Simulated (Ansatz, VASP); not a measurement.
AlAs in VASP and in Ansatz

INCAR

```
SYSTEM = AlAs
  PREC = Accurate
  ENCUT = 500
  EDIFF = 1E-6
  ISMEAR = 1
  SIGMA = 0.01
  LREAL = .False.
  LASPH = .True.
  NELM = 120
  ALGO = Normal
  ISIF = 2
  LWAVE = .False.
  LCHARG = .False.
  GGA = PE
  NBANDS = 11
  GGA_COMPAT = .False.
```

File KPOINTS:

```
Automatic mesh
0
Gamma
  6 6 6
  0 0 0
```

POSCAR

```
AlAs
1.0
    0.0000000000      2.7577933910      2.7577933910
    2.7577933910      0.0000000000      2.7577933910
    2.7577933910      2.7577933910      0.0000000000
Al As
1 1
Direct
    0.0000000000      0.0000000000      0.0000000000
    0.2500000000      0.2500000000      0.2500000000
```

Input for Ansatz:

```yaml
crystal:
  lattice:
    - [0.0, 2.757793390962216, 2.757793390962216]
    - [2.757793390962216, 0.0, 2.757793390962216]
    - [2.757793390962216, 2.757793390962216, 0.0]
  atoms:
    - { symbol: Al, position: [0.0, 0.0, 0.0] }
    - { symbol: As, position: [0.25, 0.25, 0.25] }
basis:
  ecutwfc: 500.0
kpoints:
  mp_grid:
    grid: [6, 6, 6]
hamiltonian:
  xc: pbe
  pseudopotentials:
    kind: paw
scf:
  occupations:
    method: cold
    width: 0.01
output:
  stress: true
```

Alike in both runs: task single point; functional PBE; k mesh 6 × 6 × 6; no spin polarisation.

|  | VASP | Ansatz |
| --- | --- | --- |
| version | VASP 6.6.1 | Ansatz 0.2.0 |
| potentials or method | VASP PAW PBE potentials, release 64 (Al, As), cutoff 500 eV | plane waves, PAW |
| occupations | methfessel-paxton of order 1, width 0.01 eV | cold, width 0.01 eV |
| valence electrons in the cell | 8 | 18 |

|  | VASP | Ansatz | Ansatz less VASP |
| --- | --- | --- | --- |
| pressure (GPa) | 10.0 | 9.8 | -0.27 |

VASP's potentials hold 8 valence electrons a cell and Ansatz's 18, so a difference there can come from the potentials and not from the codes.
